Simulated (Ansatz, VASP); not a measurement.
**TiC: VASP beside Ansatz**

The input INCAR:

```
SYSTEM = TiC
PREC = Accurate
ENCUT = 520
EDIFF = 1E-7
ISMEAR = 0
SIGMA = 0.020999999999999998
LREAL = .FALSE.
LASPH = .TRUE.
NELM = 60
ALGO = Normal
ISIF = 2
LWAVE = .FALSE.
LCHARG = .FALSE.
GGA = PE
NBANDS = 15
```

File KPOINTS:

```
Automatic mesh
0
G
  11 11 11
  0 0 0
```

POSCAR

```
TiC
1.0
    0.0000000000      2.1657188437      2.1657188437
    2.1657188437      0.0000000000      2.1657188437
    2.1657188437      2.1657188437      0.0000000000
Ti C
1 1
Direct
    0.0000000000      0.0000000000      0.0000000000
    0.5000000000      0.5000000000      0.5000000000
```

The input input.yaml:

```yaml
crystal:
  lattice:
    - [0.0, 2.1657188437, 2.1657188437]
    - [2.1657188437, 0.0, 2.1657188437]
    - [2.1657188437, 2.1657188437, 0.0]
  atoms:
    - { symbol: Ti, position: [0.0, 0.0, 0.0] }
    - { symbol: C, position: [0.5, 0.5, 0.5] }
hamiltonian:
  xc: pbe
  pseudopotentials: { kind: paw }
kpoints:
  mp_grid: { grid: [11, 11, 11] }
scf:
  occupations: { method: gaussian, width: 0.021 }
output:
  forces: true
  stress: true
  eigenvalues: true
```

Alike in both runs: task single point; functional PBE; k mesh 11 × 11 × 11; occupations gaussian, width 0.021 eV; no spin polarisation.

|  | VASP | Ansatz |
| --- | --- | --- |
| version | VASP 6.6.1 | Ansatz 0.2.0 |
| potentials or method | VASP PAW PBE potentials, release 64 (Ti_sv, C) | Ansatz PAW |
| plane-wave cutoff (eV) | 520 | 420 |
| valence electrons in the cell | 16 | 16 |

VASP gave:

* gap on the k mesh at the Fermi level (eV): none
* pressure (GPa): 0.5

What did Ansatz give for the same quantities?

gap on the k mesh at the Fermi level (eV): none; pressure (GPa): 0.3.

A gap of «none» marks a metal or a gap that the smearing closes.
